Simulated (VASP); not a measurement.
# GaPtC2N2 (P-1) in VASP: single point with PBE

Aim: the single point of GaPtC2N2 with PBE.

All numbers are computed with VASP 6.6.1; they aren't measurements. Logs are shortened: lines on timing, memory, paths and dates and some standing lists are left out, and cuts for length are marked.

## (1) The cell of the first run

The typed cell holds 6 atoms: a = 3.841 Å, b = 3.884 Å, c = 9.812 Å, α = 91.43°, β = 95.55°, γ = 118.04°.

## (2) Single point, PBE

Input file INCAR:

```
SYSTEM = GaPtC2N2
  PREC = Accurate
  ENCUT = 520
  EDIFF = 1E-6
  ISMEAR = 0
  SIGMA = 0.1
  LREAL = .False.
  LASPH = .True.
  NELM = 100
  ALGO = Normal
  ISIF = 2
  LWAVE = .False.
  LCHARG = .True.
  GGA = PE
  LELF = .True.
  LVHAR = .True.
  NBANDS = 30
```

Input file KPOINTS:

```
regular mesh
0
Gamma
  6 6 2
  0 0 0
```

Input file POSCAR:

```
GaPtC2N2
1.0
    3.8412761000      0.0000000000      0.0000000000
   -1.8257336200      3.4282146800      0.0000000000
   -0.9495218900     -0.7831575400      9.7348861700
Ga Pt C N
1 1 2 2
Direct
    0.5000000000      0.5000000000      0.5000000000
    0.0000000000      0.0000000000      0.0000000000
    0.8110212900      0.8110212900      0.8110212900
    0.1889787100      0.1889787100      0.1889787100
    0.6956821800      0.6956821800      0.6956821800
    0.3043178200      0.3043178200      0.3043178200
```

Potentials or basis: VASP PAW PBE potentials, release 64 (Ga_d, Pt, C, N).

Command:

```
$ cat potpaw_PBE.64/Ga_d/POTCAR potpaw_PBE.64/Pt/POTCAR potpaw_PBE.64/C/POTCAR potpaw_PBE.64/N/POTCAR > POTCAR
$ mpirun -np 1 vasp_std > vasp.out
```

OUTCAR:

```text
SYSTEM = GaPtC2N2
   PREC = Accurate
   ENCUT = 520
   EDIFF = 1E-6
   ISMEAR = 0
   LREAL = .False.
   LASPH = .True.
   NELM = 100
   ISIF = 2
   GGA = PE

 ion  position               nearest neighbor table
   1  0.500  0.500  0.500-   5 1.99   6 1.99
   2  0.000  0.000  0.000-   3 1.92   4 1.92
   3  0.811  0.811  0.811-   5 1.17   2 1.92
   4  0.189  0.189  0.189-   6 1.17   2 1.92
   5  0.696  0.696  0.696-   3 1.17   1 1.99
   6  0.304  0.304  0.304-   4 1.17   1 1.99

  LATTYP: Found a triclinic cell.
 ALAT       =     3.9768162367
 B/A-ratio  =     0.9766769545
 C/A-ratio  =     2.8208760705
 COS(alpha) =     0.0024880093
 COS(beta)  =     0.4249650764
 COS(gamma) =     0.5226402632

  Lattice vectors:

 A1 = (   2.0155424800,   3.4282146800,   0.0000000000)
 A2 = (  -1.8257336200,   3.4282146800,   0.0000000000)
 A3 = (   4.9072966900,   2.6450571400,   9.7348861700)

Analysis of symmetry for initial positions (statically):
=====================================================================
 Subroutine PRICEL returns:
 Original cell was already a primitive cell.

 Routine SETGRP: Setting up the symmetry group for a
 triclinic supercell.

 Subroutine GETGRP returns: Found  2 space group operations
 (whereof  2 operations were pure point group operations)
 out of a pool of  2 trial point group operations.

The static configuration has the point symmetry S_2 .

Analysis of symmetry for dynamics (positions and initial velocities):
=====================================================================
 Subroutine PRICEL returns:
 Original cell was already a primitive cell.

 Routine SETGRP: Setting up the symmetry group for a
 triclinic supercell.

 Subroutine GETGRP returns: Found  2 space group operations
 (whereof  2 operations were pure point group operations)
 out of a pool of  2 trial point group operations.

The dynamic configuration has the point symmetry S_2 .

 Subroutine INISYM returns: Found  2 space group operations
 (whereof  2 operations are pure point group operations),
 and found     1 'primitive' translations

----------------------------------------------------------------------------------------

[... 99 lines left out ...]
   NELM   =    100;   NELMIN=  2; NELMDL= -5     # of ELM steps
   EDIFF  = 0.1E-05   stopping-criterion for ELM
   LREAL  =      F    real-space projection
   EDIFFG = 0.1E-04   stopping-criterion for IOM
   NSW    =      0    number of steps for IOM
   IBRION =     -1    ionic relax: 0-MD 1-quasi-New 2-CG
   NFREE  =      0    steps in history (QN), initial steepest desc. (CG)
   ISIF   =      2    stress and relaxation
   ISYM   =      2    0-nonsym 1-usesym 2-fastsym
   POTIM  = 0.5000    time-step for ionic-motion
   TEBEG  =    0.0;   TEEND  =   0.0 temperature during run
   PSTRESS=    0.0 pullay stress
   NELECT =      41.0000    total number of electrons
   NUPDOWN=      -1.0000    fix difference up-down
   EMIN   =  10.00;   EMAX   =-10.00  energy-range for DOS
   EFERMI =   0.00;   METHOD = LEGACY
   ISMEAR =     0;   SIGMA  =   0.10  broadening in eV -4-tet -1-fermi 0-gaus
   EFERMI_NEDOS =   21; number of points for ismear=-14 and -15
   IALGO  =     38    algorithm
   IMIX   =      4    mixing-type and parameters
     AMIX     =   0.40;   BMIX     =  1.00
     AMIX_MAG =   1.60;   BMIX_MAG =  1.00
  volume/ion in A,a.u.               =      21.37       144.18
  Fermi-wavevector in a.u.,A,eV,Ry     =   1.119553  2.115648 17.053527  1.253399
  Thomas-Fermi vector in A             =   2.256193
   LORBIT       =      0    0 simple, 1 ext, 2 COOP (PROOUT), +10 PAW based schemes
   GGA     = PE    functional components
   LHFCALC =     F    Hartree Fock is set to
   AEXX    =    0.0000 exact exchange contribution
   IVDW    =     0    specifies the selected vdW correction
   LEPSILON=     F    determine dielectric tensor
   LRPA    =     F    only Hartree local field effects (RPA)
 non-spin polarized calculation
 Gauss-broadening in eV      SIGMA  =   0.10
  energy-cutoff  :      520.00
  volume of cell :      128.20
 maximum number of plane-waves:      3472
 NGX is ok and might be reduce to    30
   NGX = 15   NGY = 15   NGZ = 37

 number of electron      40.9999998 magnetization

 Free energy of the ion-electron system (eV)
  ---------------------------------------------------
  ext. energy  EPLUGINS =         0.00000000
  ---------------------------------------------------
  free energy    TOTEN  =       -39.73858615 eV

  energy without entropy =      -39.71454214  energy(sigma->0) =      -39.72656415

 E-fermi :   0.5252     XC(G=0):  -8.0902

 val. band max:        0.5239240985   @ k =   0.3333   0.5000   0.5000
 cond. band min:       0.5258849425   @ k =   0.5000   0.1667   0.0000
 fundamental gap:      0.0019608441
 Fermi energy:         0.5251888023

 k-point     1 :       0.0000    0.0000    0.0000
  band No.  band energies     occupation
      1     -17.6774      2.00000
      2     -17.5651      2.00000
      3     -14.7305      2.00000
      4     -14.7244      2.00000
      5     -14.7119      2.00000
      6     -14.6083      2.00000
[... 781 lines left out ...]
     29       7.5919      0.00000
     30       9.0636      0.00000

 [... further k-points ...]

------------------------ aborting loop because EDIFF is reached ----------------------------------------

  FORCE on cell =-STRESS in cart. coord.  units (eV):
  Direction    XX          YY          ZZ          XY          YZ          ZX
  --------------------------------------------------------------------------------------
  -------------------------------------------------------------------------------------
  Total       -3.4452602     -2.4519862      7.9242568      0.3874720      1.3853858      0.5382928
  in kB      -43.0584308    -30.6446165     99.0363695      4.8425768     17.3143785      6.7275156
  external PRESSURE =       8.4444407 kB  Pullay stress =       0.0000000 kB

 VOLUME and BASIS-vectors are now :
 -----------------------------------------------------------------------------
  energy-cutoff  :      520.00
  volume of cell :      128.20
      direct lattice vectors                 reciprocal lattice vectors
     3.841276100  0.000000000  0.000000000     0.260330154  0.138641701  0.036545622
    -1.825733620  3.428214680  0.000000000     0.000000000  0.291697018  0.023466604
    -0.949521890 -0.783157540  9.734886170     0.000000000  0.000000000  0.102723338

 POSITION                                       TOTAL-FORCE (eV/Angst)
 -----------------------------------------------------------------------------------
      0.53301      1.32253      4.86744        -0.000000     -0.000000      0.000000
      0.00000      0.00000      0.00000        -0.000000     -0.000000      0.000000
      0.86457      2.14520      7.89520         0.162325      0.387403      1.431951
      0.20146      0.49986      1.83969        -0.162325     -0.387403     -1.431951
      0.74161      1.84012      6.77239        -0.195031     -0.452667     -1.355270
      0.32441      0.80494      2.96250         0.195031      0.452667      1.355270
 -----------------------------------------------------------------------------------
    total drift:                               -0.000000      0.000000      0.000000

  FREE ENERGIE OF THE ION-ELECTRON SYSTEM (eV)
  ---------------------------------------------------
  free  energy   TOTEN  =       -39.7385861484 eV

  energy  without entropy=      -39.7145421437  energy(sigma->0) =      -39.72656415
```

OSZICAR:

```text
N       E                     dE             d eps       ncg     rms          rms(c)
DAV:   1     0.341371448343E+03    0.34137E+03   -0.18312E+04  2590   0.148E+03
DAV:   2     0.210067336193E+01   -0.33927E+03   -0.31921E+03  2824   0.434E+02
DAV:   3    -0.436766512029E+02   -0.45777E+02   -0.44800E+02  3058   0.127E+02
DAV:   4    -0.455696535994E+02   -0.18930E+01   -0.18778E+01  3080   0.302E+01
DAV:   5    -0.456121481112E+02   -0.42495E-01   -0.42476E-01  2864   0.400E+00    0.198E+01
DAV:   6    -0.425643880492E+02    0.30478E+01   -0.40088E+01  2966   0.357E+01    0.130E+01
DAV:   7    -0.398310622959E+02    0.27333E+01   -0.70040E+00  2928   0.190E+01    0.558E+00
DAV:   8    -0.399694633371E+02   -0.13840E+00   -0.34221E+00  2984   0.602E+00    0.371E+00
DAV:   9    -0.397903118409E+02    0.17915E+00   -0.26799E+00  2864   0.557E+00    0.197E+00
DAV:  10    -0.397423467683E+02    0.47965E-01   -0.37267E-01  2858   0.171E+00    0.468E-01
DAV:  11    -0.397385444610E+02    0.38023E-02   -0.12008E-02  2886   0.658E-01    0.205E-01
DAV:  12    -0.397384899586E+02    0.54502E-04   -0.17637E-03  3146   0.224E-01    0.850E-02
DAV:  13    -0.397385726766E+02   -0.82718E-04   -0.43645E-04  2958   0.749E-02    0.258E-02
DAV:  14    -0.397385852325E+02   -0.12556E-04   -0.33611E-05  2656   0.264E-02    0.833E-03
DAV:  15    -0.397385859470E+02   -0.71451E-06   -0.14956E-05  2694   0.121E-02    0.343E-03
DAV:  16    -0.397385861484E+02   -0.20139E-06   -0.94227E-07  1778   0.529E-03
   1 F= -.39738586E+02 E0= -.39726564E+02  d E =-.240440E-01
```

Run time: 88 s. Hardware: 1 thread of Intel Xeon 6975P-C (Granite Rapids), shared host; peak memory 0.34 GiB.

What came out:

| Quantity | Value |
| --- | --- |
| Free energy | -39.7386 eV |
| Pressure | 0.8 GPa |
| Largest force | 1.492 eV/Å |

Forces in eV/Å, atoms in the order of the input:
```
Ga   0.000  0.000  0.000
Pt   0.000  0.000  0.000
C    0.162  0.387  1.432
C   -0.162 -0.387 -1.432
N   -0.195 -0.453 -1.355
N    0.195  0.453  1.355
```

Caveat: spin-orbit coupling is left out, which moves the levels of the heavy elements; forces of over 1 eV/Å act on the atoms, so gaps and moduli don't describe the material at rest.
